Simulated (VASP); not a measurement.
# YTe (Fm-3m) in VASP: single point with LDA

Aim: the single point of YTe with LDA.

All numbers are computed with VASP 6.6.1; they aren't measurements. Logs are shortened: lines on timing, memory, paths and dates and some standing lists are left out, and cuts for length are marked.

## (1) The cell of the first run

Symmetry: Fm-3m, No. 225, cubic system. Conventional cell: a = 6.080 Å, b = 6.080 Å, c = 6.080 Å, α = 90.00°, β = 90.00°, γ = 90.00°. Within 4.0 Å of Y (site symmetry m-3m) lie 6 Te at 3.04 Å. Within 4.0 Å of Te (site symmetry m-3m) lie 6 Y at 3.04 Å.

## (2) Single point, LDA

The input, INCAR:

```
SYSTEM = YTe
PREC     = Accurate       ! precision mode
ENCUT    = 500            ! plane-wave cutoff, eV
EDIFF    = 1E-6           ! SCF threshold, eV
ISMEAR   = -1             ! smearing method
SIGMA    = 0.0816         ! smearing width, eV
LREAL    = .FALSE.        ! projectors in reciprocal space
LASPH    = .TRUE.         ! aspherical terms in the spheres
NELM     = 120            ! most SCF steps
ALGO     = Normal         ! electronic algorithm
ISIF     = 2              ! what is computed and relaxed
LWAVE    = .FALSE.        ! write WAVECAR
LCHARG   = .TRUE.         ! write CHGCAR
LELF     = .TRUE.         ! ELF
LVHAR    = .TRUE.       
NBANDS   = 16             ! bands
GGA_COMPAT= .FALSE.
```

The input, KPOINTS:

```
Automatic mesh
0
G
  7 7 7
  0 0 0
```

The input, POSCAR:

```
YTe
1.0
    0.0000000000      3.0400000000      3.0400000000
    3.0400000000      0.0000000000      3.0400000000
    3.0400000000      3.0400000000      0.0000000000
Y Te
1 1
Direct
    0.5000000000      0.5000000000      0.5000000000
    0.0000000000      0.0000000000      0.0000000000
```

Potentials or basis: VASP PAW LDA potentials, release 64 (Y_sv, Te).

On the command line:

```console
> cat potpaw_LDA.64/Y_sv/POTCAR potpaw_LDA.64/Te/POTCAR > POTCAR
> mpirun -np 1 vasp_std > vasp.out
```

OUTCAR:

```text
SYSTEM = YTe
   PREC = Accurate
   ENCUT = 500
   EDIFF = 1E-6
   ISMEAR = -1
   LREAL = .FALSE.
   LASPH = .TRUE.
   NELM = 120
   ISIF = 2

 ion  position               nearest neighbor table
   1  0.500  0.500  0.500-   2 3.04   2 3.04   2 3.04   2 3.04   2 3.04   2 3.04
   2  0.000  0.000  0.000-   1 3.04   1 3.04   1 3.04   1 3.04   1 3.04   1 3.04

  LATTYP: Found a face centered cubic cell.
 ALAT       =     6.0800000000

  Lattice vectors:

 A1 = (   0.0000000000,   3.0400000000,   3.0400000000)
 A2 = (   3.0400000000,   0.0000000000,   3.0400000000)
 A3 = (   3.0400000000,   3.0400000000,   0.0000000000)

Analysis of symmetry for initial positions (statically):
=====================================================================
 Subroutine PRICEL returns:
 Original cell was already a primitive cell.

 Routine SETGRP: Setting up the symmetry group for a
 face centered cubic supercell.

 Subroutine GETGRP returns: Found 48 space group operations
 (whereof 48 operations were pure point group operations)
 out of a pool of 48 trial point group operations.

The static configuration has the point symmetry O_h .

Analysis of symmetry for dynamics (positions and initial velocities):
=====================================================================
 Subroutine PRICEL returns:
 Original cell was already a primitive cell.

 Routine SETGRP: Setting up the symmetry group for a
 face centered cubic supercell.

 Subroutine GETGRP returns: Found 48 space group operations
 (whereof 48 operations were pure point group operations)
 out of a pool of 48 trial point group operations.

The dynamic configuration has the point symmetry O_h .

 Subroutine INISYM returns: Found 48 space group operations
 (whereof 48 operations are pure point group operations),
 and found     1 'primitive' translations

----------------------------------------------------------------------------------------

                                     Primitive cell

  volume of cell :      56.1889

  direct lattice vectors                    reciprocal lattice vectors
     0.000000000  3.040000000  3.040000000    -0.164473684  0.164473684  0.164473684
     3.040000000  0.000000000  3.040000000     0.164473684 -0.164473684  0.164473684
     3.040000000  3.040000000  0.000000000     0.164473684  0.164473684 -0.164473684

  length of vectors
     4.299209230  4.299209230  4.299209230     0.284876778  0.284876778  0.284876778

  position of ions in fractional coordinates (direct lattice)
     0.500000000  0.500000000  0.500000000
     0.000000000  0.000000000  0.000000000

  ion indices of the primitive-cell ions
   primitive index   ion index
                 1           1
                 2           2

----------------------------------------------------------------------------------------

 KPOINTS: Automatic mesh

Automatic generation of k-mesh.
 Grid dimensions read from file:
 generate k-points for:    7    7    7

 Generating k-lattice:

  Cartesian coordinates                     Fractional coordinates (reciprocal lattice)
    -0.023496241  0.023496241  0.023496241     0.142857143  0.000000000  0.000000000
     0.023496241 -0.023496241  0.023496241     0.000000000  0.142857143  0.000000000
     0.023496241  0.023496241 -0.023496241     0.000000000  0.000000000  0.142857143

  Length of vectors
     0.040696683  0.040696683  0.040696683

  Shift w.r.t. Gamma in fractional coordinates (k-lattice)
     0.000000000  0.000000000  0.000000000

 Subroutine IBZKPT returns following result:
 ===========================================

 Found     20 irreducible k-points:

 Following reciprocal coordinates:
            Coordinates               Weight
  0.000000  0.000000  0.000000      1.000000
  0.142857  0.000000  0.000000      8.000000
  0.285714  0.000000  0.000000      8.000000
  0.428571  0.000000  0.000000      8.000000
  0.142857  0.142857  0.000000      6.000000
  0.285714  0.142857  0.000000     24.000000
[... 12 lines left out ...]
 -0.428571  0.428571  0.142857     24.000000
 -0.285714  0.428571  0.142857     24.000000
   k-points           NKPTS =     20   k-points in BZ     NKDIM =     20   number of bands    NBANDS=     16
   number of dos      NEDOS =    301   number of ions     NIONS =      2
   total plane-waves  NPLWV =  32768
   dimension x,y,z NGX =    32 NGY =   32 NGZ =   32
   dimension x,y,z NGXF=    64 NGYF=   64 NGZF=   64
   ions per type =               1   1
   NGX,Y,Z   is equivalent  to a cutoff of  12.37, 12.37, 12.37 a.u.
   NGXF,Y,Z  is equivalent  to a cutoff of  24.75, 24.75, 24.75 a.u.
 SYSTEM =  YTe
   PREC   = accura    normal or accurate (medium, high low for compatibility)
   ISTART =      0    job   : 0-new  1-cont  2-samecut
   ICHARG =      2    charge: 1-file 2-atom 10-const
   ISPIN  =      1    spin polarized calculation?
   LNONCOLLINEAR =      F non collinear calculations
   LSORBIT =      F    spin-orbit coupling
   LASPH  =      T    aspherical Exc in radial PAW
   ENCUT  =  500.0 eV  36.75 Ry    6.06 a.u.   7.84  7.84  7.84*2*pi/ulx,y,z
   NELM   =    120;   NELMIN=  2; NELMDL= -5     # of ELM steps
   EDIFF  = 0.1E-05   stopping-criterion for ELM
   LREAL  =      F    real-space projection
   EDIFFG = 0.1E-04   stopping-criterion for IOM
   NSW    =      0    number of steps for IOM
   IBRION =     -1    ionic relax: 0-MD 1-quasi-New 2-CG
   NFREE  =      0    steps in history (QN), initial steepest desc. (CG)
   ISIF   =      2    stress and relaxation
   ISYM   =      2    0-nonsym 1-usesym 2-fastsym
   POTIM  = 0.5000    time-step for ionic-motion
   TEBEG  =    0.0;   TEEND  =   0.0 temperature during run
   PSTRESS=    0.0 pullay stress
   NELECT =      17.0000    total number of electrons
   NUPDOWN=      -1.0000    fix difference up-down
   EMIN   =  10.00;   EMAX   =-10.00  energy-range for DOS
   EFERMI =   0.00;   METHOD = LEGACY
   ISMEAR =    -1;   SIGMA  =   0.08  broadening in eV -4-tet -1-fermi 0-gaus
   EFERMI_NEDOS =   21; number of points for ismear=-14 and -15
   IALGO  =     38    algorithm
   IMIX   =      4    mixing-type and parameters
     AMIX     =   0.40;   BMIX     =  1.00
     AMIX_MAG =   1.60;   BMIX_MAG =  1.00
  volume/ion in A,a.u.               =      28.09       189.59
  Fermi-wavevector in a.u.,A,eV,Ry     =   1.099025  2.076856 16.433877  1.207856
  Thomas-Fermi vector in A             =   2.235412
   LORBIT       =      0    0 simple, 1 ext, 2 COOP (PROOUT), +10 PAW based schemes
   GGA     = CA    functional components
   LHFCALC =     F    Hartree Fock is set to
   AEXX    =    0.0000 exact exchange contribution
   IVDW    =     0    specifies the selected vdW correction
   LEPSILON=     F    determine dielectric tensor
   LRPA    =     F    only Hartree local field effects (RPA)
 non-spin polarized calculation
  energy-cutoff  :      500.00
  volume of cell :       56.19
 maximum number of plane-waves:      1436
   NGX = 15   NGY = 15   NGZ = 15

 number of electron      17.0000001 magnetization

 Free energy of the ion-electron system (eV)
  ---------------------------------------------------
  ext. energy  EPLUGINS =         0.00000000
  ---------------------------------------------------
  free energy    TOTEN  =       -13.58951157 eV

  energy without entropy =      -13.56411683  energy(sigma->0) =      -13.57681420

 E-fermi :   6.9367     XC(G=0): -10.1527

 val. band max:        6.8989989809   @ k =   0.1429   0.0000   0.0000
 cond. band min:       6.9371474874   @ k =   0.1429   0.0000   0.0000
 fundamental gap:      0.0381485065
 Fermi energy:         6.9366673316

 k-point     1 :       0.0000    0.0000    0.0000
  band No.  band energies     occupation
      1     -36.5779      2.00000
      2     -16.7013      2.00000
      3     -16.7013      2.00000
      4     -16.7013      2.00000
      5      -6.3648      2.00000
      6       4.7544      2.00000
[... 8 lines left out ...]
     15      12.2211      0.00000
     16      17.3298      0.00000

 k-point     2 :       0.1429    0.0000    0.0000
  band No.  band energies     occupation
      1     -36.5765      2.00000
      2     -16.7305      2.00000
      3     -16.7024      2.00000
      4     -16.7024      2.00000
      5      -6.1804      2.00000
      6       3.4993      2.00000
[... 8 lines left out ...]
     15      12.8555      0.00000
     16      15.2037      0.00000

 k-point     3 :       0.2857    0.0000    0.0000
  band No.  band energies     occupation
      1     -36.5735      2.00000
      2     -16.7949      2.00000
      3     -16.7049      2.00000
      4     -16.7049      2.00000
      5      -5.7187      2.00000
      6       1.8007      2.00000
[... 8 lines left out ...]
     15      13.2854      0.00000
     16      13.8707      0.00000

 k-point     4 :       0.4286    0.0000    0.0000
  band No.  band energies     occupation
      1     -36.5710      2.00000
      2     -16.8453      2.00000
      3     -16.7069      2.00000
      4     -16.7069      2.00000
      5      -5.2768      2.00000
      6       0.7136      2.00000
[... 8 lines left out ...]
     15      12.4454      0.00000
     16      12.4454      0.00000
[... 248 lines left out ...]
 k-point    18 :      -0.4286    0.2857    0.1429
  band No.  band energies     occupation
      1     -36.5692      2.00000
      2     -16.8146      2.00000
      3     -16.7511      2.00000
      4     -16.7227      2.00000
      5      -5.3268      2.00000
      6       1.3110      2.00000
[... 8 lines left out ...]
     15      12.9993      0.00000
     16      13.5535      0.00000

 k-point    19 :      -0.4286    0.4286    0.1429
  band No.  band energies     occupation
      1     -36.5683      2.00000
      2     -16.8022      2.00000
      3     -16.7566      2.00000
      4     -16.7432      2.00000
      5      -5.4258      2.00000
      6       1.7940      2.00000
[... 8 lines left out ...]
     15      13.6723      0.00000
     16      14.3900      0.00000

 k-point    20 :      -0.2857    0.4286    0.1429
  band No.  band energies     occupation
      1     -36.5681      2.00000
      2     -16.7843      2.00000
      3     -16.7843      2.00000
      4     -16.7389      2.00000
      5      -5.3411      2.00000
      6       1.9333      2.00000
[... 8 lines left out ...]
     15      13.6176      0.00000
     16      13.6234      0.00000

------------------------ aborting loop because EDIFF is reached ----------------------------------------

  FORCE on cell =-STRESS in cart. coord.  units (eV):
  Direction    XX          YY          ZZ          XY          YZ          ZX
  --------------------------------------------------------------------------------------
  -------------------------------------------------------------------------------------
  Total       -0.5612055     -0.5612055     -0.5612055     -0.0000000      0.0000000      0.0000000
  in kB      -16.0022756    -16.0022756    -16.0022756     -0.0000000      0.0000000      0.0000000
  external PRESSURE =     -16.0022756 kB  Pullay stress =       0.0000000 kB

 VOLUME and BASIS-vectors are now :
 -----------------------------------------------------------------------------
  energy-cutoff  :      500.00
  volume of cell :       56.19
      direct lattice vectors                 reciprocal lattice vectors
     0.000000000  3.040000000  3.040000000    -0.164473684  0.164473684  0.164473684
     3.040000000  0.000000000  3.040000000     0.164473684 -0.164473684  0.164473684
     3.040000000  3.040000000  0.000000000     0.164473684  0.164473684 -0.164473684

 POSITION                                       TOTAL-FORCE (eV/Angst)
 -----------------------------------------------------------------------------------
      3.04000      3.04000      3.04000         0.000000     -0.000000      0.000000
      0.00000      0.00000      0.00000        -0.000000      0.000000     -0.000000
 -----------------------------------------------------------------------------------
    total drift:                                0.000000     -0.000000      0.000000

  FREE ENERGIE OF THE ION-ELECTRON SYSTEM (eV)
  ---------------------------------------------------
  free  energy   TOTEN  =       -13.5895115741 eV

  energy  without entropy=      -13.5641168278  energy(sigma->0) =      -13.57681420
```

It took 35 s on 1 thread of AMD EPYC 7R13, shared host; peak memory 0.14 GiB.

What came out:

- Free energy: -13.5895 eV
- Pressure: -1.6 GPa

Caveat: spin-orbit coupling is left out, which moves the levels of the heavy elements.
